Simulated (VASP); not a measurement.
Set up this calculation in VASP 6.6.1, as the native input.

* Task: single point
* Functional: PBEsol
* Potentials or basis: VASP PAW PBE potentials, release 64 (Ba_sv, Sb, P)
* Cutoff: 520 eV
* k mesh: 2 × 2 × 2
* Occupations: gaussian, width 0.01 eV
* Spin: no spin polarisation
* Dipole correction: no
* Further INCAR settings: ALGO = Normal; EDIFF = 1e-06; NBANDS = 28

The structure of Ba3SbP lies in POSCAR:

```
Ba3SbP
1.0
    6.1312500000     -0.0563700000     -0.0213600000
   -0.0563700000      6.0451400000      0.0685800000
   -0.0213600000      0.0685800000      6.0096700000
Ba Sb P
3 1 1
Direct
    0.9956839414      0.5019181695      0.4937075310
    0.5029600000      0.9957200000      0.5031200000
    0.4998000000      0.4980700000      0.0023200000
    0.0021300000      0.9998100000      0.9956200000
    0.4995700000      0.5018200000      0.4924200000
```

One way to write it, as run:

INCAR

```
  PREC = Accurate
  ENCUT = 520
  EDIFF = 1E-6
  ISMEAR = 0
  SIGMA = 0.01
  LREAL = F
  LASPH = T
  NELM = 80
  ALGO = Normal
  ISIF = 2
  LWAVE = F
  LCHARG = F
  GGA = PS
  NBANDS = 28
```

KPOINTS

```
Automatic mesh
0
Gamma
  2 2 2
```

Potentials or basis: VASP PAW PBE potentials, release 64 (Ba_sv, Sb, P).

Launch:

```console
$ cat potpaw_PBE.64/Ba_sv/POTCAR potpaw_PBE.64/Sb/POTCAR potpaw_PBE.64/P/POTCAR > POTCAR
$ mpirun -np 1 vasp_std > vasp.out
```

Results of the run:

* Pressure: 0.3 GPa
* Largest force: 0.300 eV/Å
* Band gap on the k mesh: 0.10 eV

Caveat: the k points lie up to 0.52 Å⁻¹ apart; semilocal functionals underestimate gaps, and a narrow one can read as zero; the PAW data sets were made with another functional, which shifts forces and pressure a little; spin-orbit coupling is left out, which moves the levels of the heavy elements.

Run time: 85 s on 1 thread of AMD EPYC 7R13, with other jobs on the host, peak memory 0.31 GiB.
